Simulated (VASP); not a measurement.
# Al5Te2O (P4/mmm) in VASP: single point with PBE

Aim: the single point of Al5Te2O with PBE.

Everything below comes from runs of VASP 6.6.1. Logs are shortened: lines on timing, memory, paths and dates and some standing lists are left out, and cuts for length are marked.

### Step 1. The cell of the first run

The structure is tetragonal, space group P4/mmm (No. 123). Conventional cell: a = 4.069 Å, b = 4.069 Å, c = 8.884 Å, α = 90.00°, β = 90.00°, γ = 90.00°. Al (site symmetry 2mm) has 6 Al at 2.88 to 3.09 Å and 4 Te at 2.94 to 3.09 Å and 2 O at 2.94 Å within 3.8 Å. Within 3.8 Å of Al (site symmetry 4/mmm) lie 4 Te at 2.88 Å and 8 Al at 3.09 Å. Te (site symmetry 4/mmm) has 12 Al at 2.88 to 3.09 Å within 3.8 Å. Te (site symmetry 4/mmm) has 4 O at 2.88 Å and 8 Al at 2.94 Å within 3.8 Å. O (site symmetry 4/mmm) has 4 Te at 2.88 Å and 8 Al at 2.94 Å within 3.8 Å.

The cell was generated, and may not be a known phase.

### Step 2. Single point, PBE

Contents of INCAR:

```
ALGO = Normal
EDIFF = 1E-6
ENCUT = 520
GGA = PE
ISIF = 2
ISMEAR = 0
LASPH = T
LCHARG = F
LREAL = F
LWAVE = F
NBANDS = 26
NELM = 100
PREC = Accurate
SIGMA = 0.1
```

Contents of KPOINTS:

```
k-points
0
Gamma
  4 4 2
```

Contents of POSCAR:

```
Al5Te2O
1.0
    4.0686098200      0.0000000000      0.0000000000
    0.0000000000      4.0686098200      0.0000000000
    0.0000000000      0.0000000000      8.8836063600
Al Te O
5 2 1
Direct
    0.0000000000      0.5000000000      0.2611329900
    0.5000000000      0.0000000000      0.7388670100
    0.5000000000      0.0000000000      0.2611329900
    0.0000000000      0.5000000000      0.7388670100
    0.5000000000      0.5000000000      0.0000000000
    0.0000000000      0.0000000000      0.0000000000
    0.5000000000      0.5000000000      0.5000000000
    0.0000000000      0.0000000000      0.5000000000
```

Potentials or basis: VASP PAW PBE potentials, release 64 (Al, Te, O).

Command:

```console
> cat potpaw_PBE.64/Al/POTCAR potpaw_PBE.64/Te/POTCAR potpaw_PBE.64/O/POTCAR > POTCAR
> mpirun -np 1 vasp_std > vasp.out
```

OUTCAR:

```text
EDIFF = 1E-6
   ENCUT = 520
   GGA = PE
   ISIF = 2
   ISMEAR = 0
   LASPH = T
   LREAL = F
   NELM = 100
   PREC = Accurate

 ion  position               nearest neighbor table
   1  0.000  0.500  0.261-   3 2.88   3 2.88   3 2.88   3 2.88   7 2.94   7 2.94   5 3.09   5 3.09
                             6 3.09   6 3.09
   2  0.500  0.000  0.739-   4 2.88   4 2.88   4 2.88   4 2.88   7 2.94   7 2.94   5 3.09   6 3.09
                             6 3.09   5 3.09
   3  0.500  0.000  0.261-   1 2.88   1 2.88   1 2.88   1 2.88   7 2.94   7 2.94   5 3.09   6 3.09
                             6 3.09   5 3.09
   4  0.000  0.500  0.739-   2 2.88   2 2.88   2 2.88   2 2.88   7 2.94   7 2.94   5 3.09   5 3.09
                             6 3.09   6 3.09
   5  0.500  0.500  0.000-   6 2.88   6 2.88   6 2.88   6 2.88   1 3.09   2 3.09   3 3.09   2 3.09
                             1 3.09   4 3.09   3 3.09   4 3.09
   6  0.000  0.000  0.000-   5 2.88   5 2.88   5 2.88   5 2.88   1 3.09   1 3.09   4 3.09   2 3.09
                             2 3.09   3 3.09   3 3.09   4 3.09
   7  0.500  0.500  0.500-   1 2.94   2 2.94   3 2.94   4 2.94   2 2.94   3 2.94   1 2.94   4 2.94

   8  0.000  0.000  0.500-

  LATTYP: Found a simple tetragonal cell.
 ALAT       =     4.0686098200
 C/A-ratio  =     2.1834500611

  Lattice vectors:

 A1 = (   4.0686098200,   0.0000000000,   0.0000000000)
 A2 = (   0.0000000000,   4.0686098200,   0.0000000000)
 A3 = (   0.0000000000,   0.0000000000,   8.8836063600)

Analysis of symmetry for initial positions (statically):
=====================================================================
 Subroutine PRICEL returns:
 Original cell was already a primitive cell.

 Routine SETGRP: Setting up the symmetry group for a
 simple tetragonal supercell.

 Subroutine GETGRP returns: Found 16 space group operations
 (whereof 16 operations were pure point group operations)
 out of a pool of 16 trial point group operations.

The static configuration has the point symmetry D_4h.

Analysis of symmetry for dynamics (positions and initial velocities):
=====================================================================
 Subroutine PRICEL returns:
 Original cell was already a primitive cell.

 Routine SETGRP: Setting up the symmetry group for a
 simple tetragonal supercell.

 Subroutine GETGRP returns: Found 16 space group operations
 (whereof 16 operations were pure point group operations)
 out of a pool of 16 trial point group operations.

The dynamic configuration has the point symmetry D_4h.

 Subroutine INISYM returns: Found 16 space group operations
 (whereof 16 operations are pure point group operations),
 and found     1 'primitive' translations

----------------------------------------------------------------------------------------

                                     Primitive cell

  volume of cell :     147.0555

  direct lattice vectors                    reciprocal lattice vectors
     4.068609820  0.000000000  0.000000000     0.245784198  0.000000000  0.000000000
     0.000000000  4.068609820  0.000000000     0.000000000  0.245784198  0.000000000
     0.000000000  0.000000000  8.883606360     0.000000000  0.000000000  0.112566897

  length of vectors
     4.068609820  4.068609820  8.883606360     0.245784198  0.245784198  0.112566897

  position of ions in fractional coordinates (direct lattice)
     0.000000000  0.500000000  0.261132990
     0.500000000  0.000000000  0.738867010
     0.500000000  0.000000000  0.261132990
     0.000000000  0.500000000  0.738867010
     0.500000000  0.500000000  0.000000000
     0.000000000  0.000000000  0.000000000
     0.500000000  0.500000000  0.500000000
     0.000000000  0.000000000  0.500000000

  ion indices of the primitive-cell ions
   primitive index   ion index
                 1           1
                 2           2
                 3           3
                 4           4
                 5           5
                 6           6
                 7           7
                 8           8

----------------------------------------------------------------------------------------

 KPOINTS: k-points

Automatic generation of k-mesh.
 Grid dimensions read from file:
 generate k-points for:    4    4    2

 Generating k-lattice:

  Cartesian coordinates                     Fractional coordinates (reciprocal lattice)
     0.061446049  0.000000000  0.000000000     0.250000000  0.000000000  0.000000000
     0.000000000  0.061446049  0.000000000     0.000000000  0.250000000  0.000000000
     0.000000000  0.000000000  0.056283448     0.000000000  0.000000000  0.500000000

  Length of vectors
     0.061446049  0.061446049  0.056283448

  Shift w.r.t. Gamma in fractional coordinates (k-lattice)
     0.000000000  0.000000000  0.000000000

 Subroutine IBZKPT returns following result:
 ===========================================

 Found     12 irreducible k-points:

 Following reciprocal coordinates:
            Coordinates               Weight
  0.000000  0.000000  0.000000      1.000000
  0.250000  0.000000  0.000000      4.000000
  0.500000  0.000000  0.000000      2.000000
  0.250000  0.250000  0.000000      4.000000
  0.500000  0.250000  0.000000      4.000000
  0.500000  0.500000  0.000000      1.000000
  0.000000  0.000000  0.500000      1.000000
  0.250000  0.000000  0.500000      4.000000
  0.500000  0.000000  0.500000      2.000000
  0.250000  0.250000  0.500000      4.000000
  0.500000  0.250000  0.500000      4.000000
  0.500000  0.500000  0.500000      1.000000
   k-points           NKPTS =     12   k-points in BZ     NKDIM =     12   number of bands    NBANDS=     26
   number of dos      NEDOS =    301   number of ions     NIONS =      8
   total plane-waves  NPLWV =  63000
   dimension x,y,z NGX =    30 NGY =   30 NGZ =   70
   dimension x,y,z NGXF=    60 NGYF=   60 NGZF=  140
   ions per type =               5   2   1
   NGX,Y,Z   is equivalent  to a cutoff of  12.26, 12.26, 13.10 a.u.
   NGXF,Y,Z  is equivalent  to a cutoff of  24.52, 24.52, 26.20 a.u.
 SYSTEM =  unknown system
   PREC   = accura    normal or accurate (medium, high low for compatibility)
   ISTART =      0    job   : 0-new  1-cont  2-samecut
   ICHARG =      2    charge: 1-file 2-atom 10-const
   ISPIN  =      1    spin polarized calculation?
   LNONCOLLINEAR =      F non collinear calculations
   LSORBIT =      F    spin-orbit coupling
   LASPH  =      T    aspherical Exc in radial PAW
   ENCUT  =  520.0 eV  38.22 Ry    6.18 a.u.   7.56  7.56 16.52*2*pi/ulx,y,z
   NELM   =    100;   NELMIN=  2; NELMDL= -5     # of ELM steps
   EDIFF  = 0.1E-05   stopping-criterion for ELM
   LREAL  =      F    real-space projection
[... 7 lines left out ...]
   TEBEG  =    0.0;   TEEND  =   0.0 temperature during run
   PSTRESS=    0.0 pullay stress
   NELECT =      33.0000    total number of electrons
   NUPDOWN=      -1.0000    fix difference up-down
   EMIN   =  10.00;   EMAX   =-10.00  energy-range for DOS
   EFERMI =   0.00;   METHOD = LEGACY
   ISMEAR =     0;   SIGMA  =   0.10  broadening in eV -4-tet -1-fermi 0-gaus
   EFERMI_NEDOS =   21; number of points for ismear=-14 and -15
   IALGO  =     38    algorithm
   IMIX   =      4    mixing-type and parameters
     AMIX     =   0.40;   BMIX     =  1.00
     AMIX_MAG =   1.60;   BMIX_MAG =  1.00
  volume/ion in A,a.u.               =      18.38       124.05
  Fermi-wavevector in a.u.,A,eV,Ry     =   0.994838  1.879971 13.465721  0.989703
  Thomas-Fermi vector in A             =   2.126817
   LORBIT       =      0    0 simple, 1 ext, 2 COOP (PROOUT), +10 PAW based schemes
   GGA     = PE    functional components
   LHFCALC =     F    Hartree Fock is set to
   AEXX    =    0.0000 exact exchange contribution
   IVDW    =     0    specifies the selected vdW correction
   LEPSILON=     F    determine dielectric tensor
   LRPA    =     F    only Hartree local field effects (RPA)
 non-spin polarized calculation
 Gauss-broadening in eV      SIGMA  =   0.10
  energy-cutoff  :      520.00
  volume of cell :      147.06
 maximum number of plane-waves:      3984
   NGX = 15   NGY = 15   NGZ = 33

 number of electron      32.9999998 magnetization

 Free energy of the ion-electron system (eV)
  ---------------------------------------------------
  ext. energy  EPLUGINS =         0.00000000
  ---------------------------------------------------
  free energy    TOTEN  =       -27.94051476 eV

  energy without entropy =      -27.90899055  energy(sigma->0) =      -27.92475265

 E-fermi :   8.1180     XC(G=0): -10.2467

 val. band max:        8.1167565380   @ k =   0.5000   0.5000   0.0000
 cond. band min:       8.1450908882   @ k =   0.5000   0.5000   0.5000
 fundamental gap:      0.0283343502
 Fermi energy:         8.1180293082

 k-point     1 :       0.0000    0.0000    0.0000
  band No.  band energies     occupation
      1      -8.8702      2.00000
      2      -5.7565      2.00000
      3      -3.9998      2.00000
      4      -1.2433      2.00000
      5       2.4091      2.00000
      6       2.6898      2.00000
[... 18 lines left out ...]
     25      12.2196      0.00000
     26      12.6767      0.00000

 k-point     2 :       0.2500    0.0000    0.0000
  band No.  band energies     occupation
      1      -8.7598      2.00000
      2      -5.4051      2.00000
      3      -4.1158      2.00000
      4      -0.6967      2.00000
      5       0.8210      2.00000
      6       2.6173      2.00000
[... 18 lines left out ...]
     25      11.5956      0.00000
     26      11.9375      0.00000

 k-point     3 :       0.5000    0.0000    0.0000
  band No.  band energies     occupation
      1      -8.6409      2.00000
      2      -4.9050      2.00000
      3      -4.2865      2.00000
      4      -0.6016      2.00000
      5       0.8742      2.00000
      6       0.9118      2.00000
[... 18 lines left out ...]
     25      11.8558      0.00000
     26      13.2437      0.00000

 k-point     4 :       0.2500    0.2500    0.0000
  band No.  band energies     occupation
      1      -8.6783      2.00000
      2      -5.0698      2.00000
      3      -4.0413      2.00000
      4      -0.1541      2.00000
      5       0.9144      2.00000
      6       1.6682      2.00000
[... 18 lines left out ...]
     25      12.4089      0.00000
     26      12.5513      0.00000

 k-point     5 :       0.5000    0.2500    0.0000
  band No.  band energies     occupation
      1      -8.5930      2.00000
      2      -4.6075      2.00000
      3      -3.9958      2.00000
      4      -0.1106      2.00000
      5       1.3902      2.00000
      6       1.4350      2.00000
[... 18 lines left out ...]
     25      12.5819      0.00000
     26      13.9401      0.00000

 k-point     6 :       0.5000    0.5000    0.0000
  band No.  band energies     occupation
      1      -8.5439      2.00000
      2      -4.2300      2.00000
      3      -3.6297      2.00000
      4       0.6387      2.00000
      5       0.6387      2.00000
      6       1.8867      2.00000
[... 18 lines left out ...]
     25      15.1217      0.00000
     26      15.1439      0.00000

 k-point     7 :       0.0000    0.0000    0.5000
  band No.  band energies     occupation
      1      -8.8690      2.00000
      2      -5.7522      2.00000
      3      -4.0874      2.00000
      4      -0.0862      2.00000
      5      -0.0798      2.00000
      6       3.8721      2.00000
[... 18 lines left out ...]
     25      12.9886      0.00000
     26      12.9947      0.00000

 k-point     8 :       0.2500    0.0000    0.5000
  band No.  band energies     occupation
      1      -8.7590      2.00000
      2      -5.3953      2.00000
      3      -4.1726      2.00000
      4       0.0338      2.00000
      5       0.3008      2.00000
      6       1.4550      2.00000
[... 18 lines left out ...]
     25      11.7647      0.00000
     26      12.0710      0.00000

 k-point     9 :       0.5000    0.0000    0.5000
  band No.  band energies     occupation
      1      -8.6405      2.00000
      2      -4.9087      2.00000
      3      -4.2776      2.00000
      4      -0.8646      2.00000
      5       0.9227      2.00000
      6       2.1044      2.00000
[... 18 lines left out ...]
     25      10.9642      0.00000
     26      11.1008      0.00000

 k-point    10 :       0.2500    0.2500    0.5000
  band No.  band energies     occupation
      1      -8.6778      2.00000
      2      -5.0581      2.00000
      3      -4.0825      2.00000
      4       0.2635      2.00000
      5       0.7467      2.00000
      6       1.8751      2.00000
[... 18 lines left out ...]
     25      11.9079      0.00000
     26      12.9690      0.00000

 k-point    11 :       0.5000    0.2500    0.5000
  band No.  band energies     occupation
      1      -8.5928      2.00000
      2      -4.6104      2.00000
      3      -3.9896      2.00000
      4      -0.3280      2.00000
      5       1.2118      2.00000
      6       2.1160      2.00000
[... 18 lines left out ...]
     25      12.7192      0.00000
     26      13.0285      0.00000

 k-point    12 :       0.5000    0.5000    0.5000
  band No.  band energies     occupation
      1      -8.5438      2.00000
      2      -4.2324      2.00000
      3      -3.6278      2.00000
      4       0.8433      2.00000
      5       0.8433      2.00000
      6       1.3805      2.00000
[... 18 lines left out ...]
     25      12.6671      0.00000
     26      12.6671      0.00000

------------------------ aborting loop because EDIFF is reached ----------------------------------------

  FORCE on cell =-STRESS in cart. coord.  units (eV):
  Direction    XX          YY          ZZ          XY          YZ          ZX
  --------------------------------------------------------------------------------------
  -------------------------------------------------------------------------------------
  Total        3.6216814      3.6216814     -1.3109148      0.0000000     -0.0000000      0.0000000
  in kB       39.4583968     39.4583968    -14.2824815      0.0000000     -0.0000000      0.0000000
  external PRESSURE =      21.5447707 kB  Pullay stress =       0.0000000 kB

 VOLUME and BASIS-vectors are now :
 -----------------------------------------------------------------------------
  energy-cutoff  :      520.00
  volume of cell :      147.06
      direct lattice vectors                 reciprocal lattice vectors
     4.068609820  0.000000000  0.000000000     0.245784198  0.000000000  0.000000000
     0.000000000  4.068609820  0.000000000     0.000000000  0.245784198  0.000000000
     0.000000000  0.000000000  8.883606360     0.000000000  0.000000000  0.112566897

 POSITION                                       TOTAL-FORCE (eV/Angst)
 -----------------------------------------------------------------------------------
      0.00000      2.03430      2.31980         0.000000     -0.000000      0.483580
      2.03430      0.00000      6.56380        -0.000000      0.000000     -0.483580
      2.03430      0.00000      2.31980        -0.000000      0.000000      0.483580
      0.00000      2.03430      6.56380         0.000000     -0.000000     -0.483580
      2.03430      2.03430      0.00000         0.000000      0.000000      0.000000
      0.00000      0.00000      0.00000         0.000000      0.000000      0.000000
      2.03430      2.03430      4.44180         0.000000      0.000000      0.000000
      0.00000      0.00000      4.44180         0.000000      0.000000      0.000000
 -----------------------------------------------------------------------------------
    total drift:                                0.000000     -0.000000     -0.000000

  FREE ENERGIE OF THE ION-ELECTRON SYSTEM (eV)
  ---------------------------------------------------
  free  energy   TOTEN  =       -27.9405147567 eV

  energy  without entropy=      -27.9089905477  energy(sigma->0) =      -27.92475265
```

Run time: 89 s. Hardware: 1 thread of Intel Xeon 8259CL, shared host; peak memory 0.25 GiB.

What came out:

- Free energy: -27.9405 eV
- Pressure: 2.2 GPa
- Largest force: 0.484 eV/Å
- Band gap on the k mesh: zero (an odd number of electrons rules out a gap without spin polarisation)

Forces in eV/Å, atoms in the order of the input:
```
Al   0.000  0.000  0.484
Al   0.000  0.000 -0.484
Al   0.000  0.000  0.484
Al   0.000  0.000 -0.484
Al   0.000  0.000  0.000
Te   0.000  0.000  0.000
Te   0.000  0.000  0.000
O    0.000  0.000  0.000
```

Levels at points of the mesh, in eV from the Fermi level:
```tsv
k point	band 15	band 16	band 17	band 18	band 19	band 20
(0.00, 0.00, 0.00)	-0.70	-0.09	-0.09	0.51	0.69	0.88
(0.50, 0.00, 0.00)	-2.06	-0.19	-0.09	0.22	0.45	1.15
(0.50, 0.50, 0.00)	-1.08	-0.90	-0.90	0.00	0.81	0.81
(0.00, 0.00, 0.50)	-0.45	-0.45	-0.34	0.37	0.59	0.59
(0.50, 0.00, 0.50)	-0.22	0.17	0.24	0.58	0.94	1.49
(0.50, 0.50, 0.50)	-2.70	-2.70	0.03	0.36	0.36	0.87
```

Caveat: the k points lie up to 0.39 Å⁻¹ apart, too coarse for converged energies and pressures of a metal; spin-orbit coupling is left out, which moves the levels of the heavy elements; an odd number of electrons without spin polarisation forces a metal; a magnetic or distorted state may lie lower.

The gap in the log of VASP goes by the Fermi energy; the results here count the filled bands.